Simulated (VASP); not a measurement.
# Zn (R-3m) in VASP: notebook

Runs on Zn. Level: LDA. Tasks: single point.

Program: VASP 6.6.1. These are calculated values, not measurements. Logs are shortened: lines on timing, memory, paths and dates and some standing lists are left out, and cuts for length are marked.

### 1 The cell of the first run

The structure is trigonal, space group R-3m (No. 166). Conventional cell: a = 4.056 Å, b = 4.056 Å, c = 3.029 Å, α = 90.00°, β = 90.00°, γ = 120.00°. Zn (site symmetry -3m) has 14 Zn at 2.55 to 3.09 Å within 3.4 Å.

### 2 Single point, LDA

Input file INCAR:

```
SYSTEM = Zn
PREC = Accurate ; ENCUT = 520
EDIFF = 1E-6 ; ISMEAR = 0
SIGMA = 0.15 ; LREAL = .False.
LASPH = .True. ; NELM = 60
ALGO = Fast ; ISIF = 2
LWAVE = .False. ; LCHARG = .False.
NBANDS = 12
```

Input file KPOINTS:

```
Automatic mesh
0
Gamma
  22 22 22
  0 0 0
```

Input file POSCAR:

```
Zn
1.0
   -1.3290609517      1.5387969603      1.5387969603
    1.5387969603     -1.3290609517      1.5387969603
    1.5387969603      1.5387969603     -1.3290609517
Zn
1
Direct
    0.0000000000      0.0000000000      0.0000000000
```

Potentials or basis: VASP PAW LDA potentials, release 64 (Zn).

Launch:

```sh
cat potpaw_LDA.64/Zn/POTCAR > POTCAR
mpirun -np 1 vasp_std > vasp.out
```

OUTCAR:

```text
SYSTEM = Zn
   PREC = Accurate
   ENCUT = 520
   EDIFF = 1E-6
   ISMEAR = 0
   LREAL = .False.
   LASPH = .True.
   NELM = 60
   ISIF = 2

 ion  position               nearest neighbor table
   1  0.000  0.000  0.000-

  LATTYP: Found a trigonal (rhomboedric) cell.
 ALAT       =     2.5499402313
 COS(alpha) =    -0.2648972803

  Lattice vectors:

 A1 = (  -1.3290609517,   1.5387969603,   1.5387969603)
 A2 = (   1.5387969603,  -1.3290609517,   1.5387969603)
 A3 = (   1.5387969603,   1.5387969603,  -1.3290609517)

Analysis of symmetry for initial positions (statically):
=====================================================================
 Subroutine PRICEL returns:
 Original cell was already a primitive cell.

 Routine SETGRP: Setting up the symmetry group for a
 trigonal (rhombohedral) supercell.

 Subroutine GETGRP returns: Found 12 space group operations
 (whereof 12 operations were pure point group operations)
 out of a pool of 12 trial point group operations.

The static configuration has the point symmetry D_3d.

Analysis of symmetry for dynamics (positions and initial velocities):
=====================================================================
 Subroutine PRICEL returns:
 Original cell was already a primitive cell.

 Routine SETGRP: Setting up the symmetry group for a
 trigonal (rhombohedral) supercell.

 Subroutine GETGRP returns: Found 12 space group operations
 (whereof 12 operations were pure point group operations)
 out of a pool of 12 trial point group operations.

The dynamic configuration has the point symmetry D_3d.

 Subroutine INISYM returns: Found 12 space group operations
 (whereof 12 operations are pure point group operations),
 and found     1 'primitive' translations

----------------------------------------------------------------------------------------

                                     Primitive cell

  volume of cell :      14.3810

  direct lattice vectors                    reciprocal lattice vectors
    -1.329060952  1.538796960  1.538796960    -0.041825539  0.306866771  0.306866771
     1.538796960 -1.329060952  1.538796960     0.306866771 -0.041825539  0.306866771
     1.538796960  1.538796960 -1.329060952     0.306866771  0.306866771 -0.041825539

  length of vectors
     2.549940231  2.549940231  2.549940231     0.435986016  0.435986016  0.435986016

[... 77 lines left out ...]
   NELM   =     60;   NELMIN=  2; NELMDL= -5     # of ELM steps
   EDIFF  = 0.1E-05   stopping-criterion for ELM
   LREAL  =      F    real-space projection
   EDIFFG = 0.1E-04   stopping-criterion for IOM
   NSW    =      0    number of steps for IOM
   IBRION =     -1    ionic relax: 0-MD 1-quasi-New 2-CG
   NFREE  =      0    steps in history (QN), initial steepest desc. (CG)
   ISIF   =      2    stress and relaxation
   ISYM   =      2    0-nonsym 1-usesym 2-fastsym
   POTIM  = 0.5000    time-step for ionic-motion
   TEBEG  =    0.0;   TEEND  =   0.0 temperature during run
   PSTRESS=    0.0 pullay stress
   NELECT =      12.0000    total number of electrons
   NUPDOWN=      -1.0000    fix difference up-down
   EMIN   =  10.00;   EMAX   =-10.00  energy-range for DOS
   EFERMI =   0.00;   METHOD = LEGACY
   ISMEAR =     0;   SIGMA  =   0.15  broadening in eV -4-tet -1-fermi 0-gaus
   EFERMI_NEDOS =   21; number of points for ismear=-14 and -15
   IALGO  =     68    algorithm
   IMIX   =      4    mixing-type and parameters
     AMIX     =   0.40;   BMIX     =  1.00
     AMIX_MAG =   1.60;   BMIX_MAG =  1.00
  volume/ion in A,a.u.               =      14.38        97.05
  Fermi-wavevector in a.u.,A,eV,Ry     =   1.541247  2.912534 32.319851  2.375442
  Thomas-Fermi vector in A             =   2.647220
   LORBIT       =      0    0 simple, 1 ext, 2 COOP (PROOUT), +10 PAW based schemes
   GGA     = CA    functional components
   LHFCALC =     F    Hartree Fock is set to
   AEXX    =    0.0000 exact exchange contribution
   IVDW    =     0    specifies the selected vdW correction
   LEPSILON=     F    determine dielectric tensor
   LRPA    =     F    only Hartree local field effects (RPA)
 non-spin polarized calculation
 RMM-DIIS sequential band-by-band and
 Gauss-broadening in eV      SIGMA  =   0.15
  energy-cutoff  :      520.00
  volume of cell :       14.38
 maximum number of plane-waves:       399
   NGX =  9   NGY =  9   NGZ =  9

 number of electron      11.9999987 magnetization

 Free energy of the ion-electron system (eV)
  ---------------------------------------------------
  ext. energy  EPLUGINS =         0.00000000
  ---------------------------------------------------
  free energy    TOTEN  =        -1.75440812 eV

  energy without entropy =       -1.75053618  energy(sigma->0) =       -1.75247215

 E-fermi :   3.2428     XC(G=0): -12.1794

 val. band max:        3.2402307929   @ k =  -0.3182  -0.4091   0.0909
 cond. band min:       3.2453840160   @ k =   0.5000   0.3636   0.3636
 fundamental gap:      0.0051532232
 Fermi energy:         3.2427547535

 k-point     1 :       0.0000    0.0000    0.0000
  band No.  band energies     occupation
      1      -7.5541      2.00000
      2      -5.0182      2.00000
      3      -5.0182      2.00000
      4      -4.2975      2.00000
      5      -4.0455      2.00000
      6      -4.0455      2.00000
      7      19.8664      0.00000
      8      20.7696      0.00000
      9      20.7696      0.00000
     10      23.4766      0.00000
     11      23.4766      0.00000
     12      26.0998      0.00000
[... 331 lines left out ...]
 k-point    24 :      -0.4545    0.0455    0.0000
  band No.  band energies     occupation
      1      -5.4774      2.00000
      2      -5.1708      2.00000
      3      -4.0942      2.00000
      4      -4.0646      2.00000
      5      -3.9429      2.00000
      6      -1.1940      2.00000
      7       2.7246      2.00000
      8      16.6541      0.00000
      9      17.6819      0.00000
     10      21.0347      0.00000
     11      22.9151      0.00000
     12      33.8044      0.00000

 [... further k-points ...]
[... 5 lines left out ...]
  --------------------------------------------------------------------------------------
  -------------------------------------------------------------------------------------
  Total       -0.0538081     -0.0538081     -0.0538081     -0.1725563     -0.1725563     -0.1725563
  in kB       -5.9947215     -5.9947215     -5.9947215    -19.2243801    -19.2243801    -19.2243801
  external PRESSURE =      -5.9947215 kB  Pullay stress =       0.0000000 kB

 VOLUME and BASIS-vectors are now :
 -----------------------------------------------------------------------------
  energy-cutoff  :      520.00
  volume of cell :       14.38
      direct lattice vectors                 reciprocal lattice vectors
    -1.329060952  1.538796960  1.538796960    -0.041825539  0.306866771  0.306866771
     1.538796960 -1.329060952  1.538796960     0.306866771 -0.041825539  0.306866771
     1.538796960  1.538796960 -1.329060952     0.306866771  0.306866771 -0.041825539

 POSITION                                       TOTAL-FORCE (eV/Angst)
 -----------------------------------------------------------------------------------
      0.00000      0.00000      0.00000        -0.000000      0.000000      0.000000
 -----------------------------------------------------------------------------------
    total drift:                                0.000000      0.000000      0.000000

  FREE ENERGIE OF THE ION-ELECTRON SYSTEM (eV)
  ---------------------------------------------------
  free  energy   TOTEN  =        -1.7544081239 eV

  energy  without entropy=       -1.7505361838  energy(sigma->0) =       -1.75247215
```

OSZICAR:

```text
N       E                     dE             d eps       ncg     rms          rms(c)
DAV:   1     0.419371750518E+02    0.41937E+02   -0.65681E+03 25388   0.161E+03
DAV:   2    -0.610020046525E+00   -0.42547E+02   -0.40041E+02 25492   0.216E+02
DAV:   3    -0.188978683868E+01   -0.12798E+01   -0.12777E+01 28292   0.373E+01
DAV:   4    -0.189270471791E+01   -0.29179E-02   -0.29178E-02 26996   0.174E+00
DAV:   5    -0.189270690873E+01   -0.21908E-05   -0.21908E-05 28264   0.464E-02    0.326E+00
RMM:   6    -0.176819799655E+01    0.12451E+00   -0.27396E-01 30122   0.706E+00    0.241E+00
RMM:   7    -0.175923121835E+01    0.89668E-02   -0.10744E-02 31580   0.160E+00    0.117E+00
RMM:   8    -0.175446566405E+01    0.47656E-02   -0.21098E-03 29885   0.370E-01    0.690E-02
RMM:   9    -0.175441671898E+01    0.48945E-04   -0.48238E-04 32288   0.341E-01    0.585E-02
RMM:  10    -0.175440818132E+01    0.85377E-05   -0.26265E-05 31624   0.558E-02    0.376E-03
RMM:  11    -0.175440812386E+01    0.57462E-07   -0.26567E-06 24723   0.156E-02
   1 F= -.17544081E+01 E0= -.17524722E+01  d E =-.387194E-02
```

Wall time 53 s (1 thread of Intel Xeon 6975P-C (Granite Rapids), shared host); peak memory 0.26 GiB.

Results:

| Property | Result |
| --- | --- |
| Free energy | -1.7544 eV |
| Pressure | -0.6 GPa |
| Band gap on the k mesh | zero (band 6 reaches 7.40 eV, above the bottom of band 7 at 1.32 eV) |

Levels at points of the mesh, in eV from the Fermi level:
| k point | band 3 | band 4 | band 5 | band 6 | band 7 | band 8 | band 9 | band 10 |
| --- | --- | --- | --- | --- | --- | --- | --- | --- |
| (0.00, 0.00, 0.00) | -8.26 | -7.54 | -7.29 | -7.29 | 16.62 | 17.53 | 17.53 | 20.23 |
| (0.50, 0.00, 0.00) | -7.31 | -7.30 | -7.14 | -3.38 | -1.92 | 13.64 | 14.48 | 17.32 |
| (0.50, 0.50, 0.00) | -7.44 | -7.38 | -6.88 | -1.94 | 0.73 | 7.77 | 12.37 | 16.17 |
| (0.50, 0.50, 0.50) | -7.47 | -6.91 | -6.91 | 4.15 | 4.15 | 5.68 | 8.72 | 9.35 |

### 3 Single point, LDA

This run uses another cell than the first one, of the same volume but with other edges.

Input file INCAR:

```
PREC = Accurate ; ENCUT = 520
EDIFF = 1E-7 ; ISMEAR = 0
SIGMA = 0.15 ; LREAL = F
LASPH = T ; NELM = 60
ALGO = Fast ; ISIF = 2
LWAVE = F ; LCHARG = F
NBANDS = 12
```

Input file KPOINTS:

```
regular mesh
0
Gamma
  22 22 22
```

Input file POSCAR:

```
Zn
1.0
   -0.9157612698      1.5968451043      1.5968451043
    1.5968451043     -0.9157612698      1.5968451043
    1.5968451043      1.5968451043     -0.9157612698
Zn
1
Direct
    0.0000000000      0.0000000000      0.0000000000
```

Potentials or basis: VASP PAW LDA potentials, release 64 (Zn).

Launch:

```sh
cat potpaw_LDA.64/Zn/POTCAR > POTCAR
mpirun -np 1 vasp_std > vasp.out
```

OUTCAR:

```text
PREC = Accurate
   ENCUT = 520
   EDIFF = 1E-7
   ISMEAR = 0
   LREAL = F
   LASPH = T
   NELM = 60
   ISIF = 2

 ion  position               nearest neighbor table
   1  0.000  0.000  0.000-

  LATTYP: Found a trigonal (rhomboedric) cell.
 ALAT       =     2.4368929557
 COS(alpha) =    -0.0631046292

  Lattice vectors:

 A1 = (  -0.9157612698,   1.5968451043,   1.5968451043)
 A2 = (   1.5968451043,  -0.9157612698,   1.5968451043)
 A3 = (   1.5968451043,   1.5968451043,  -0.9157612698)

[... 530 lines left out ...]
      4      -4.4463      2.00000
      5      -3.9480      2.00000
      6      -1.4209      2.00000
      7       1.3694      2.00000
      8      21.6608      0.00000
      9      21.9557      0.00000
     10      23.7628      0.00000
     11      25.2449      0.00000
     12      25.6843      0.00000

 [... further k-points ...]
[... 5 lines left out ...]
  --------------------------------------------------------------------------------------
  -------------------------------------------------------------------------------------
  Total        0.9547270      0.9547270      0.9547270     -0.1471501     -0.1471501     -0.1471501
  in kB      106.3654782    106.3654782    106.3654782    -16.3938946    -16.3938946    -16.3938946
  external PRESSURE =     106.3654782 kB  Pullay stress =       0.0000000 kB

 VOLUME and BASIS-vectors are now :
 -----------------------------------------------------------------------------
  energy-cutoff  :      520.00
  volume of cell :       14.38
      direct lattice vectors                 reciprocal lattice vectors
    -0.915761270  1.596845104  1.596845104    -0.118996981  0.278996119  0.278996119
     1.596845104 -0.915761270  1.596845104     0.278996119 -0.118996981  0.278996119
     1.596845104  1.596845104 -0.915761270     0.278996119  0.278996119 -0.118996981

 POSITION                                       TOTAL-FORCE (eV/Angst)
 -----------------------------------------------------------------------------------
      0.00000      0.00000      0.00000         0.000000     -0.000000     -0.000000
 -----------------------------------------------------------------------------------
    total drift:                                0.000000     -0.000000      0.000000

  FREE ENERGIE OF THE ION-ELECTRON SYSTEM (eV)
  ---------------------------------------------------
  free  energy   TOTEN  =        -1.5445776447 eV

  energy  without entropy=       -1.5409739835  energy(sigma->0) =       -1.54277581
```

Wall time 46 s (1 thread of Intel Xeon 6975P-C (Granite Rapids), shared host); peak memory 0.26 GiB.

What came out:

```yaml
Free_energy: -1.5446 eV
Pressure: 10.6 GPa
Band_gap_on_the_k_mesh: zero (band 6 reaches 8.77 eV, above the bottom of band 7 at 0.39 eV)
```

Levels at points of the mesh, in eV from the Fermi level:
| k point | band 4 | band 5 | band 6 | band 7 | band 8 | band 9 |
| --- | --- | --- | --- | --- | --- | --- |
| (0.00, 0.00, 0.00) | -7.07 | -7.03 | -7.03 | 14.19 | 14.39 | 14.39 |
| (0.50, 0.00, 0.00) | -7.51 | -7.00 | -3.74 | -2.67 | 18.98 | 19.00 |
| (0.50, 0.50, 0.00) | -7.41 | -6.65 | 0.58 | 2.19 | 3.76 | 7.15 |
| (0.50, 0.50, 0.50) | -6.62 | -6.62 | 5.70 | 5.70 | 7.59 | 11.37 |

### 4 Single point, LDA

This run uses another cell than the first one, of 14.75 Å³/atom, 1.025 times its volume.

Changes to INCAR since step 3:

```diff
@@ -3,3 +3,3 @@
 SIGMA = 0.15 ; LREAL = F
-LASPH = T ; NELM = 60
+LASPH = T ; NELM = 100
 ALGO = Fast ; ISIF = 2
```

Input file KPOINTS:

```
Automatic mesh
0
Gamma
  22 22 22
```

Input file POSCAR:

```
Zn
1.0
   -1.1336939775      1.5730962593      1.5730962593
    1.5730962593     -1.1336939775      1.5730962593
    1.5730962593      1.5730962593     -1.1336939775
Zn
1
Direct
    0.0000000000      0.0000000000      0.0000000000
```

Launch:

```sh
cat potpaw_LDA.64/Zn/POTCAR > POTCAR
mpirun -np 1 vasp_std > vasp.out
```

Wall time 52 s (1 thread of Intel Xeon 6975P-C (Granite Rapids), shared host); peak memory 0.26 GiB.

It converged, with:

```yaml
Free_energy: -1.6555 eV
Pressure: 3.3 GPa
Band_gap_on_the_k_mesh: zero (band 6 reaches 7.51 eV, above the bottom of band 7 at 0.45 eV)
```

Stress tensor (GPa, compression positive):
```
 3.31 -3.16 -3.16
-3.16  3.31 -3.16
-3.16 -3.16  3.31
```

Levels at points of the mesh, in eV from the Fermi level:
```
           k point  band 4  band 5  band 6  band 7  band 8  band 9
(0.00, 0.00, 0.00)   -7.11   -7.00   -7.00   14.63   15.28   15.28
(0.50, 0.00, 0.00)   -7.22   -6.98   -3.42   -2.41   15.93   16.32
(0.50, 0.50, 0.00)   -7.19   -6.62   -0.64    2.35    4.54    9.16
(0.50, 0.50, 0.50)   -6.62   -6.62    4.66    4.66    7.14    9.77
```

### 5 Overview

| cell | further INCAR settings | gap on the mesh (eV) | pressure (GPa) |
| --- | --- | --- | --- |
| a = 2.550 Å, angles 105.4°, 1 atom | ALGO = Fast; EDIFF = 1e-06; NBANDS = 12 | none | -0.6 |
| a = 2.437 Å, angles 93.6°, 1 atom | ALGO = Fast; EDIFF = 1e-07; NBANDS = 12 | none | 10.6 |
| a = 2.497 Å, angles 100.1°, 1 atom | ALGO = Fast; EDIFF = 1e-07; NBANDS = 12 | none | 3.3 |

Alike in all rows: task single point; level LDA; potentials or basis VASP PAW LDA potentials, release 64 (Zn); no spin polarisation; k mesh 22 × 22 × 22; cutoff (eV) 520; smearing gaussian 0.15 eV.

Total energies depend on the potentials used, so only differences within one code and one set of settings carry meaning.
